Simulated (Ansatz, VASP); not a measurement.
Two plane-wave programs on MoS

```
CELL_PARAMETERS angstrom
3.14150 0.00000 0.00000
-1.57075 2.72062 0.00000
0.00000 0.00000 32.33730
ATOMIC_POSITIONS crystal
Mo 0.00000 0.00000 0.23276
Mo 0.00000 0.00000 0.76724
S 0.33333 0.66667 0.27898
S 0.33333 0.66667 0.72102
```

Alike in both runs: functional PBEsol; k mesh 9 × 9 × 1; occupations gaussian, width 0.05 eV; no spin polarisation.

Ansatz relaxed the structure, and its values are those at the end. VASP's run is a single point on that final structure, the one shown.

|  | VASP | Ansatz |
| --- | --- | --- |
| version | VASP 6.6.1 | Ansatz 0.2.0 |
| potentials or method | VASP PAW PBE potentials, release 64 (Mo_sv, S), cutoff 520 eV | scalar-relativistic, plane waves, PAW |
| valence electrons in the cell | 40 | 40 |

Ansatz gave:

| Property | Result |
| --- | --- |
| gap on the k mesh at the Fermi level (eV) | 0.07 |
| least direct gap on the mesh (eV) | 0.36 |
| rms of the force components (eV/Å) | 0.006 |

**Question.** Estimate VASP's values.

**Answer.** gap on the k mesh at the Fermi level (eV): 0.07; least direct gap on the mesh (eV): 0.37; rms of the force components (eV/Å): 0.008.

VASP's potentials were made for PBE, not for PBEsol. With one functional, cell and mesh, what is left measures potentials, basis and numerics. Ansatz's warnings: xc potential rough in thin density.
